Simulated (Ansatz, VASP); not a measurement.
**One calculation of PbSe, two programs**

```
Pb Se
1.0
     0.00000    3.06215    3.06215
     3.06215    0.00000    3.06215
     3.06215    3.06215    0.00000
Pb Se
1 1
Direct
  0.00000 0.00000 0.00000
  0.44897 0.44897 0.55103
```

Change from the starting cell: all Se atoms moved +0.312 Å, as atom 2 towards its neighbour atom 1 (Pb) at 3.062 Å.

Alike in both runs: task single point; functional LDA; k mesh 10 × 10 × 10; occupations gaussian, width 0.03 eV; no spin polarisation.

|  | VASP | Ansatz |
| --- | --- | --- |
| version | VASP 6.6.1 | Ansatz 0.2.0 |
| potentials or method | VASP PAW LDA potentials, release 64 (Pb_d, Se), cutoff 520 eV | scalar-relativistic, plane waves, PAW |
| valence electrons in the cell | 20 | 30 |

```tsv
	VASP	Ansatz	Ansatz less VASP
gap on the k mesh at the Fermi level (eV)	0.95	0.96	+0.003
least direct gap on the mesh (eV)	0.96	0.96	+0.002
pressure (GPa)	-0.6	-0.7	-0.12
traceless stress, the component that is largest in VASP (GPa)	2.72	2.68	-0.037
rms of the force components (eV/Å)	0.275	0.265	-0.0099
```

LDA's correlation is that of Perdew and Zunger in VASP and of Perdew and Wang (1992) in Ansatz. Atom by atom the forces differ by 0.010 eV/Å (rms over components). VASP's potentials hold 20 valence electrons a cell and Ansatz's 30, so a difference there can come from the potentials and not from the codes.

Spin-orbit coupling is off throughout.
